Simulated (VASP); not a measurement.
Wanted: the native input for a VASP 6.6.1 run.

```yaml
Task: single point
Functional: PBEsol
Potentials_or_basis: VASP PAW PBE potentials, release 64 (Pb_d, Se)
Cutoff: 520 eV
k_mesh: 8 × 8 × 8
Occupations: fermi-dirac, width 0.05 eV
Spin: no spin polarisation
Dipole_correction: no
Further_INCAR_settings: ALGO = Normal; EDIFF = 1e-07; NBANDS = 17
```

The structure of PbSe (Clausthalite) lies in POSCAR:

```
PbSe
1.0
    0.0000000000      2.9981702236      2.9981702236
    2.9981702236      0.0000000000      2.9981702236
    2.9981702236      2.9981702236      0.0000000000
Pb Se
1 1
Direct
    0.0000000000      0.0000000000      0.0000000000
    0.5000000000      0.5000000000      0.5000000000
```

These files were run (other wordings do the same):

INCAR

```
SYSTEM = PbSe
PREC = Accurate ; ENCUT = 520
EDIFF = 1E-7 ; ISMEAR = -1
SIGMA = 0.05 ; LREAL = .False.
LASPH = .True. ; NELM = 60
ALGO = Normal ; ISIF = 2
LWAVE = .False. ; LCHARG = .False.
GGA = PS ; NBANDS = 17
```

KPOINTS

```
regular mesh
0
Gamma
  8 8 8
  0 0 0
```

Potentials or basis: VASP PAW PBE potentials, release 64 (Pb_d, Se).

Launch:

```console
$ cat potpaw_PBE.64/Pb_d/POTCAR potpaw_PBE.64/Se/POTCAR > POTCAR
$ mpirun -np 1 vasp_std > vasp.out
```

It gave:

```json
{
 "Pressure": "3.1 GPa",
 "Band gap on the k mesh": "0.02 eV, direct"
}
```

Caveat: the PAW data sets were made with another functional, which shifts forces and pressure a little; spin-orbit coupling is left out, which moves the levels of the heavy elements.

Wall time 19 s on 1 thread of Intel(R) Xeon(R) Platinum 8259CL CPU @ 2.50GHz (Skylake/Cascade Lake) (shared host), peak memory 0.18 GiB.
